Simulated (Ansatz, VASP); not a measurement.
## AgI: VASP beside Ansatz

```
CELL_PARAMETERS angstrom
0.00000 3.21293 3.21293
3.21293 0.00000 3.21293
3.21293 3.21293 0.00000
ATOMIC_POSITIONS crystal
Ag 0.00000 0.00000 0.00000
I 0.25000 0.25000 0.25000
```

Alike in both runs: task single point; functional PBE; k mesh 8 × 8 × 8; occupations gaussian, width 0.02 eV; no spin polarisation.

|  | VASP | Ansatz |
| --- | --- | --- |
| version | VASP 6.6.1 | Ansatz 0.2.0 |
| potentials or method | VASP PAW PBE potentials, release 64 (Ag, I), cutoff 500 eV | scalar-relativistic, plane waves, PAW |
| valence electrons in the cell | 18 | 36 |

```tsv
	VASP	Ansatz	Ansatz less VASP
gap on the k mesh at the Fermi level (eV)	1.34	1.34	-0.003
least direct gap on the mesh (eV)	1.34	1.34	-0.003
pressure (GPa)	3.0	3.1	+0.06
```

VASP's potentials hold 18 valence electrons a cell and Ansatz's 36, so a difference there can come from the potentials and not from the codes.

Neither program's run includes spin-orbit coupling.
